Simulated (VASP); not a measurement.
# CoNiO2 (P4/mmm) in VASP: single point with PBE

Aim: the single point of CoNiO2 with PBE.

Program: VASP 6.6.1. These are calculated values, not measurements. Logs are shortened: lines on timing, memory, paths and dates and some standing lists are left out, and cuts for length are marked.

**1. The cell of the first run**

Symmetry: P4/mmm, No. 123, tetragonal system. The conventional cell has a = 2.943 Å, b = 2.943 Å, c = 4.357 Å, α = 90.00°, β = 90.00°, γ = 90.00°. Within 2.8 Å of Co (site symmetry 4/mmm) lie 6 O at 2.08 to 2.18 Å. Ni (site symmetry 4/mmm) has 6 O at 2.08 to 2.18 Å within 2.8 Å. Within 2.8 Å of O (site symmetry 4/mmm) lie 4 Ni at 2.08 Å and 2 Co at 2.18 Å. Within 2.8 Å of O (site symmetry 4/mmm) lie 4 Co at 2.08 Å and 2 Ni at 2.18 Å.

**2. Single point, PBE, collinear spin, ferrimagnetic start**

Contents of INCAR:

```
PREC = Accurate
ENCUT = 520
EDIFF = 1E-6
ISMEAR = 0
SIGMA = 0.1
LREAL = F
LASPH = T
NELM = 150
ALGO = Normal
ISIF = 2
LWAVE = F
LCHARG = T
ISPIN = 2
MAGMOM = 3 -2 0 0
LORBIT = 11
LMAXMIX = 4
GGA = PE
LELF = T
LVHAR = T
NBANDS = 28
```

Contents of KPOINTS:

```
regular mesh
0
Gamma
  14 14 10
```

Contents of POSCAR:

```
CoNiO2
1.0
    2.9426189248      0.0000000000      0.0000000000
    0.0000000000      2.9426189248      0.0000000000
    0.0000000000      0.0000000000      4.3570559122
Co Ni O
1 1 2
Direct
    0.5000000000      0.5000000000      0.5000000000
    0.0000000000      0.0000000000      0.0000000000
    0.5000000000      0.5000000000      0.0000000000
    0.0000000000      0.0000000000      0.5000000000
```

Potentials or basis: VASP PAW PBE potentials, release 64 (Co, Ni, O).

Launch:

```console
$ cat potpaw_PBE.64/Co/POTCAR potpaw_PBE.64/Ni/POTCAR potpaw_PBE.64/O/POTCAR > POTCAR
$ mpirun -np 1 vasp_std > vasp.out
```

OUTCAR:

```text
PREC = Accurate
   ENCUT = 520
   EDIFF = 1E-6
   ISMEAR = 0
   LREAL = F
   LASPH = T
   NELM = 150
   ISIF = 2
   ISPIN = 2
   LORBIT = 11
   GGA = PE

 ion  position               nearest neighbor table
   1  0.500  0.500  0.500-   4 2.08   4 2.08   4 2.08   4 2.08   3 2.18   3 2.18   2 3.01   2 3.01
                             2 3.01   2 3.01   2 3.01   2 3.01   2 3.01   2 3.01
   2  0.000  0.000  0.000-   3 2.08   3 2.08   3 2.08   3 2.08   4 2.18   4 2.18   1 3.01   1 3.01
                             1 3.01   1 3.01   1 3.01   1 3.01   1 3.01   1 3.01
   3  0.500  0.500  0.000-   2 2.08   2 2.08   2 2.08   2 2.08   1 2.18   1 2.18
   4  0.000  0.000  0.500-   1 2.08   1 2.08   1 2.08   1 2.08   2 2.18   2 2.18

  LATTYP: Found a simple tetragonal cell.
 ALAT       =     2.9426189248
 C/A-ratio  =     1.4806728372

  Lattice vectors:

 A1 = (   2.9426189248,   0.0000000000,   0.0000000000)
 A2 = (   0.0000000000,   2.9426189248,   0.0000000000)
 A3 = (   0.0000000000,   0.0000000000,   4.3570559122)

Analysis of symmetry for initial positions (statically):
=====================================================================
 Subroutine PRICEL returns:
 Original cell was already a primitive cell.

 Routine SETGRP: Setting up the symmetry group for a
 simple tetragonal supercell.

 Subroutine GETGRP returns: Found 16 space group operations
 (whereof 16 operations were pure point group operations)
 out of a pool of 16 trial point group operations.

The static configuration has the point symmetry D_4h.

Analysis of symmetry for dynamics (positions and initial velocities):
=====================================================================
 Subroutine PRICEL returns:
 Original cell was already a primitive cell.

 Routine SETGRP: Setting up the symmetry group for a
 simple tetragonal supercell.

 Subroutine GETGRP returns: Found 16 space group operations
 (whereof 16 operations were pure point group operations)
 out of a pool of 16 trial point group operations.

The dynamic configuration has the point symmetry D_4h.

Analysis of structural, dynamic, and magnetic symmetry:
=====================================================================
 Subroutine PRICEL returns:
 Original cell was already a primitive cell.

 Routine SETGRP: Setting up the symmetry group for a
 simple tetragonal supercell.

 Subroutine GETGRP returns: Found 16 space group operations
 (whereof 16 operations were pure point group operations)
 out of a pool of 16 trial point group operations.

The overall configuration has the point symmetry D_4h.

 Subroutine INISYM returns: Found 16 space group operations
 (whereof 16 operations are pure point group operations),
 and found     1 'primitive' translations

----------------------------------------------------------------------------------------

                                     Primitive cell

  volume of cell :      37.7278

  direct lattice vectors                    reciprocal lattice vectors
     2.942618925  0.000000000  0.000000000     0.339833334  0.000000000  0.000000000
     0.000000000  2.942618925  0.000000000     0.000000000  0.339833334  0.000000000
     0.000000000  0.000000000  4.357055912     0.000000000  0.000000000  0.229512777

  length of vectors
     2.942618925  2.942618925  4.357055912     0.339833334  0.339833334  0.229512777

  position of ions in fractional coordinates (direct lattice)
     0.500000000  0.500000000  0.500000000
     0.000000000  0.000000000  0.000000000
     0.500000000  0.500000000  0.000000000
     0.000000000  0.000000000  0.500000000

  ion indices of the primitive-cell ions
   primitive index   ion index
                 1           1
                 2           2
                 3           3
                 4           4

----------------------------------------------------------------------------------------

 KPOINTS: regular mesh

Automatic generation of k-mesh.
 Grid dimensions read from file:
 generate k-points for:   14   14   10

 Generating k-lattice:

  Cartesian coordinates                     Fractional coordinates (reciprocal lattice)
     0.024273810  0.000000000  0.000000000     0.071428571  0.000000000  0.000000000
     0.000000000  0.024273810  0.000000000     0.000000000  0.071428571  0.000000000
     0.000000000  0.000000000  0.022951278     0.000000000  0.000000000  0.100000000

  Length of vectors
     0.024273810  0.024273810  0.022951278

  Shift w.r.t. Gamma in fractional coordinates (k-lattice)
     0.000000000  0.000000000  0.000000000

 Subroutine IBZKPT returns following result:
 ===========================================

 Found    216 irreducible k-points:

 Following reciprocal coordinates:
            Coordinates               Weight
  0.000000  0.000000  0.000000      1.000000
  0.071429  0.000000  0.000000      4.000000
  0.142857  0.000000  0.000000      4.000000
  0.214286  0.000000  0.000000      4.000000
  0.285714  0.000000  0.000000      4.000000
  0.357143  0.000000  0.000000      4.000000
[... 16 lines left out ...]
  0.285714  0.214286  0.000000      8.000000
  0.357143  0.214286  0.000000      8.000000
 [... further k-points ...]
   k-points           NKPTS =    216   k-points in BZ     NKDIM =    216   number of bands    NBANDS=     28
   number of dos      NEDOS =    301   number of ions     NIONS =      4
   total plane-waves  NPLWV =  18432
   dimension x,y,z NGX =    24 NGY =   24 NGZ =   32
   dimension x,y,z NGXF=    48 NGYF=   48 NGZF=   64
   ions per type =               1   1   2
   NGX,Y,Z   is equivalent  to a cutoff of  13.56, 13.56, 12.21 a.u.
   NGXF,Y,Z  is equivalent  to a cutoff of  27.12, 27.12, 24.42 a.u.
 SYSTEM =  unknown system
   PREC   = accura    normal or accurate (medium, high low for compatibility)
   ISTART =      0    job   : 0-new  1-cont  2-samecut
   ICHARG =      2    charge: 1-file 2-atom 10-const
   ISPIN  =      2    spin polarized calculation?
   LNONCOLLINEAR =      F non collinear calculations
   LSORBIT =      F    spin-orbit coupling
   LASPH  =      T    aspherical Exc in radial PAW
   ENCUT  =  520.0 eV  38.22 Ry    6.18 a.u.   5.47  5.47  8.10*2*pi/ulx,y,z
   NELM   =    150;   NELMIN=  2; NELMDL= -5     # of ELM steps
   EDIFF  = 0.1E-05   stopping-criterion for ELM
   LREAL  =      F    real-space projection
   EDIFFG = 0.1E-04   stopping-criterion for IOM
   NSW    =      0    number of steps for IOM
   IBRION =     -1    ionic relax: 0-MD 1-quasi-New 2-CG
   NFREE  =      0    steps in history (QN), initial steepest desc. (CG)
   ISIF   =      2    stress and relaxation
   ISYM   =      2    0-nonsym 1-usesym 2-fastsym
   POTIM  = 0.5000    time-step for ionic-motion
   TEBEG  =    0.0;   TEEND  =   0.0 temperature during run
   PSTRESS=    0.0 pullay stress
   NELECT =      31.0000    total number of electrons
   NUPDOWN=      -1.0000    fix difference up-down
   EMIN   =  10.00;   EMAX   =-10.00  energy-range for DOS
   EFERMI =   0.00;   METHOD = LEGACY
   ISMEAR =     0;   SIGMA  =   0.10  broadening in eV -4-tet -1-fermi 0-gaus
   EFERMI_NEDOS =   21; number of points for ismear=-14 and -15
   IALGO  =     38    algorithm
   IMIX   =      4    mixing-type and parameters
     AMIX     =   0.40;   BMIX     =  1.00
     AMIX_MAG =   1.60;   BMIX_MAG =  1.00
  volume/ion in A,a.u.               =       9.43        63.65
  Fermi-wavevector in a.u.,A,eV,Ry     =   1.533351  2.897614 31.989559  2.351166
  Thomas-Fermi vector in A             =   2.640430
   LORBIT       =     11    0 simple, 1 ext, 2 COOP (PROOUT), +10 PAW based schemes
   GGA     = PE    functional components
   LHFCALC =     F    Hartree Fock is set to
   AEXX    =    0.0000 exact exchange contribution
   IVDW    =     0    specifies the selected vdW correction
   LEPSILON=     F    determine dielectric tensor
   LRPA    =     F    only Hartree local field effects (RPA)
 spin polarized calculation
 Gauss-broadening in eV      SIGMA  =   0.10
  energy-cutoff  :      520.00
  volume of cell :       37.73
 maximum number of plane-waves:      1033
 NGX is ok and might be reduce to    24
   NGX = 11   NGY = 11   NGZ = 17

 number of electron      30.9999985 magnetization       0.9478370

 Free energy of the ion-electron system (eV)
  ---------------------------------------------------
  ext. energy  EPLUGINS =         0.00000000
  ---------------------------------------------------
  free energy    TOTEN  =       -24.46844024 eV

  energy without entropy =      -24.44086964  energy(sigma->0) =      -24.45465494

 E-fermi :   7.8422     XC(G=0): -12.5075

 val. band max:        7.8394673433   @ k =   0.3571   0.0000   0.1000
 cond. band min:       7.8440351015   @ k =   0.4286   0.1429   0.2000
 fundamental gap:      0.0045677582
 Fermi energy:         7.8421608736

 spin component 1

 k-point     1 :       0.0000    0.0000    0.0000
  band No.  band energies     occupation
      1     -12.2928      1.00000
      2     -10.9764      1.00000
      3       1.1067      1.00000
      4       3.7478      1.00000
      5       3.7478      1.00000
      6       4.0377      1.00000
[... 709 lines left out ...]
     26      23.9556      0.00000
     27      24.4065      0.00000

 [... further k-points ...]

 spin component 2

 k-point     1 :       0.0000    0.0000    0.0000
  band No.  band energies     occupation
      1     -12.2669      1.00000
      2     -11.0003      1.00000
      3       1.1180      1.00000
      4       3.7885      1.00000
      5       3.7885      1.00000
      6       4.6341      1.00000
[... 709 lines left out ...]
     26      24.1158      0.00000
     27      24.4743      0.00000

 [... further k-points ...]

 [bands above 27 left out]

------------------------ aborting loop because EDIFF is reached ----------------------------------------

  FORCE on cell =-STRESS in cart. coord.  units (eV):
  Direction    XX          YY          ZZ          XY          YZ          ZX
  --------------------------------------------------------------------------------------
  -------------------------------------------------------------------------------------
  Total       -0.1189588     -0.1189588     -0.1214970      0.0000000      0.0000000      0.0000000
  in kB       -5.0517964     -5.0517964     -5.1595855      0.0000000      0.0000000      0.0000000
  external PRESSURE =      -5.0877261 kB  Pullay stress =       0.0000000 kB

 VOLUME and BASIS-vectors are now :
 -----------------------------------------------------------------------------
  energy-cutoff  :      520.00
  volume of cell :       37.73
      direct lattice vectors                 reciprocal lattice vectors
     2.942618925  0.000000000  0.000000000     0.339833334  0.000000000  0.000000000
     0.000000000  2.942618925  0.000000000     0.000000000  0.339833334  0.000000000
     0.000000000  0.000000000  4.357055912     0.000000000  0.000000000  0.229512777

 POSITION                                       TOTAL-FORCE (eV/Angst)
 -----------------------------------------------------------------------------------
      1.47131      1.47131      2.17853         0.000000      0.000000      0.000000
      0.00000      0.00000      0.00000         0.000000      0.000000      0.000000
      1.47131      1.47131      0.00000         0.000000      0.000000      0.000000
      0.00000      0.00000      2.17853         0.000000      0.000000      0.000000
 -----------------------------------------------------------------------------------
    total drift:                                0.000000     -0.000000     -0.000000

  FREE ENERGIE OF THE ION-ELECTRON SYSTEM (eV)
  ---------------------------------------------------
  free  energy   TOTEN  =       -24.4684402362 eV

  energy  without entropy=      -24.4408696401  energy(sigma->0) =      -24.45465494

 total charge

# of ion       s       p       d       tot
------------------------------------------
    1        0.301   0.370   7.177   7.848
    2        0.322   0.380   8.254   8.955
    3        1.558   3.409   0.000   4.967
    4        1.561   3.412   0.000   4.973
--------------------------------------------------
tot          3.742   7.572  15.430  26.744

 magnetization (x)

# of ion       s       p       d       tot
------------------------------------------
    1        0.024   0.022   2.270   2.315
    2       -0.016  -0.017  -1.329  -1.362
    3       -0.008  -0.079   0.000  -0.087
    4        0.013   0.063   0.000   0.076
--------------------------------------------------
tot          0.013  -0.011   0.941   0.942
```

Wall time 5.3 min (1 thread of Intel Xeon Platinum 8488C (Sapphire Rapids), shared host); peak memory 0.44 GiB.

What came out:

| Property | Result |
| --- | --- |
| Free energy | -24.4684 eV |
| Pressure | -0.5 GPa |
| Net moment | 0.95 μB per cell |
| Site moments | Co +2.31; Ni -1.36; O -0.09, +0.08 μB |
| Valence electrons inside the program's atomic spheres | Co 7.85; Ni 8.96; O 4.97 |

Levels at points of the mesh, in eV from the Fermi level:
Spin up:
```tsv
k point	band 13	band 14	band 15	band 16	band 17	band 18	band 19	band 20
(0.00, 0.00, 0.00)	-2.28	-2.27	-1.03	-1.03	-0.46	-0.21	1.43	6.22
(0.50, 0.00, 0.00)	-1.21	-0.86	-0.63	0.02	0.39	2.11	6.94	6.99
(0.50, 0.50, 0.00)	-2.11	-1.13	-1.13	-0.78	-0.18	0.18	6.18	6.29
(0.00, 0.00, 0.50)	-1.51	-1.39	-0.95	-0.95	-0.47	0.39	4.99	5.06
(0.50, 0.00, 0.50)	-0.85	-0.81	0.40	0.50	1.70	2.14	5.33	5.43
(0.50, 0.50, 0.50)	-1.32	-1.32	-1.03	-0.78	0.17	0.71	8.22	8.34
```
Spin down:
| k point | band 12 | band 13 | band 14 | band 15 | band 16 | band 17 | band 18 | band 19 |
| --- | --- | --- | --- | --- | --- | --- | --- | --- |
| (0.00, 0.00, 0.00) | -2.22 | -2.22 | -1.58 | -0.32 | -0.32 | 0.15 | 0.74 | 1.53 |
| (0.50, 0.00, 0.00) | -1.25 | -0.39 | 0.05 | 0.10 | 0.30 | 1.04 | 2.73 | 6.91 |
| (0.50, 0.50, 0.00) | -2.31 | -1.62 | -0.59 | -0.59 | 0.29 | 0.85 | 0.88 | 5.79 |
| (0.00, 0.00, 0.50) | -1.63 | -1.63 | -1.61 | -0.13 | -0.13 | 0.14 | 1.35 | 4.80 |
| (0.50, 0.00, 0.50) | -0.46 | -0.32 | 0.12 | 0.40 | 0.57 | 2.70 | 2.74 | 5.42 |
| (0.50, 0.50, 0.50) | -1.62 | -1.32 | -0.58 | -0.58 | 0.29 | 0.85 | 1.80 | 7.83 |

Caveat: semilocal functionals often make such compounds metallic where correlation or magnetic order opens a gap, which also shifts bond lengths. With open d or f shells a metallic result of PBE can be an artefact of self-interaction; +U or a hybrid may open a gap.
